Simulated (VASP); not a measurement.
Runs of VASP 6.6.1 on Al. The structure is cubic, space group Fm-3m (No. 225). Conventional cell: a = 4.050 Å, b = 4.050 Å, c = 4.050 Å, α = 90.00°, β = 90.00°, γ = 90.00°. Within 3.8 Å of Al (site symmetry m-3m) lie 12 Al at 2.86 Å. 

```tsv
smearing	gap on the mesh (eV)	pressure (GPa)
fermi-dirac 0.1 eV	none	-1.8
fermi-dirac 0.5 eV	none	(a)
fermi-dirac 0.2 eV	none	-1.8
fermi-dirac 0.3 eV	none	-1.6
```

Alike in all rows: task single point; level PBEsol; potentials or basis VASP PAW PBE potentials, release 64 (Al); no spin polarisation; cell as given; k mesh 12 × 12 × 12; cutoff (eV) 500.

Question: Estimate the missing entries.

Answer: (a) -0.8.

Caveats: the PAW data sets were made with another functional, which shifts forces and pressure a little.

A gap of «none» marks levels without a gap at the run's occupations.
